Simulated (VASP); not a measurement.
Crystal: Cr.

```
Cr
1.0
     2.96890    0.00000    0.00000
     0.00000    2.96890    0.00000
     0.00000    0.00000    2.96890
Cr
2
Direct
  0.00000 0.00000 0.00000
  0.50000 0.50000 0.50000
```

Base run:

- Program: VASP 6.6.1
- Functional: PBE
- Potentials or basis: VASP PAW PBE potentials, release 64 (Cr_pv)
- Cutoff: 520 eV
- k mesh: 11 × 11 × 11
- Occupations: fermi-dirac, width 0.05 eV
- Spin: collinear spin, antiferromagnetic start
- Starting moments: [-3.0, 3.0] μB
- Hubbard terms: Cr d U = 1.0 eV

Its results: band gap on the k mesh zero (filled and empty bands overlap); pressure 0.7 GPa; net moment 0.00 μB per cell; site moments Cr -2.53, +2.53 μB.

Problem. The run is repeated on the same cell with these changes: hubbard terms from Cr d U = 1.0 eV to Cr d U = 5.0 eV. What comes out?

Solution. Band gap on the k mesh 0.51 eV; pressure 36.4 GPa; net moment 0.00 μB per cell; site moments Cr -3.72, +3.72 μB.

Caveats: the U is typed as a test and isn't derived for this compound.

A k mesh can miss the band edges.
